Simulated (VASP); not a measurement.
Here is a VASP 6.6.1 calculation.

Contents of INCAR:

```
SYSTEM = Cs
PREC = Accurate ; ENCUT = 520
EDIFF = 1E-6 ; ISMEAR = -1
SIGMA = 0.03 ; LREAL = .FALSE.
LASPH = .TRUE. ; NELM = 80
ALGO = Normal ; ISIF = 2
LWAVE = .FALSE. ; LCHARG = .TRUE.
GGA = CA ; LELF = .TRUE.
LVHAR = .TRUE. ; NBANDS = 16
```

The input KPOINTS:

```
regular mesh
0
G
  9 9 9
  0 0 0
```

File POSCAR:

```
Cs
1.0
   -2.6039344366      2.6039344366      9.7842727390
    2.6039344366     -2.6039344366      9.7842727390
    2.6039344366      2.6039344366     -9.7842727390
Cs
2
Direct
    0.2500000000      0.7500000000      0.5000000000
    0.5000000000      0.5000000000      0.0000000000
```

Potentials or basis: VASP PAW LDA potentials, release 64 (Cs_sv).

Command:

```console
$ cat potpaw_LDA.64/Cs_sv/POTCAR > POTCAR
$ mpirun -np 1 vasp_std > vasp.out
```

Problem. Predict the band gap on the k mesh.

Solution. Zero (bands 9 and 10 overlap by 1.56 eV).

Problem. Estimate the pressure.

Solution. -0.4 GPa.

Stress tensor (GPa, compression positive):
```
-0.33  0.00  0.00
 0.00 -0.33  0.00
 0.00  0.00 -0.45
```

Caveat: spin-orbit coupling is left out, which moves the levels of the heavy elements.
